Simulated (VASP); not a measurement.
Set up this calculation in VASP 6.6.1, as the native input.

* Task: single point
* Functional: PBE
* Potentials or basis: VASP PAW PBE potentials, release 64 (Cd, O)
* Cutoff: 600 eV
* k mesh: 8 × 8 × 8
* Occupations: fermi-dirac, width 0.1 eV
* Spin: no spin polarisation
* Dipole correction: no
* Further INCAR settings: ALGO = Normal; EDIFF = 1e-06; NBANDS = 16

The structure of CdO (Monteponite) lies in POSCAR:

```
CdO
1.0
    0.0000000000      2.3096702716      2.3096702716
    2.3096702716      0.0000000000      2.3096702716
    2.3096702716      2.3096702716      0.0000000000
Cd O
1 1
Direct
    0.0000000000      0.0000000000      0.0000000000
    0.5000000000      0.5000000000      0.5000000000
```

One way to write it, as run:

INCAR

```
  PREC = Accurate
  ENCUT = 600
  EDIFF = 1E-6
  ISMEAR = -1
  SIGMA = 0.1
  LREAL = False
  LASPH = True
  NELM = 120
  ALGO = Normal
  ISIF = 2
  LWAVE = False
  LCHARG = False
  GGA = PE
  NBANDS = 16
  GGA_COMPAT = False
```

KPOINTS

```
regular mesh
0
Gamma
  8 8 8
```

Potentials or basis: VASP PAW PBE potentials, release 64 (Cd, O).

Launch:

```sh
$ cat potpaw_PBE.64/Cd/POTCAR potpaw_PBE.64/O/POTCAR > POTCAR
$ mpirun -np 1 vasp_std > vasp.out
```

It gave:

```json
{
  "Pressure": "16.7 GPa",
  "Band gap on the k mesh": "zero (band 9 reaches 2.55 eV, above the bottom of band 10 at 2.22 eV)"
}
```

It took 29 s on 1 thread of Intel Xeon 8259CL, with other jobs on the host, peak memory 0.16 GiB.
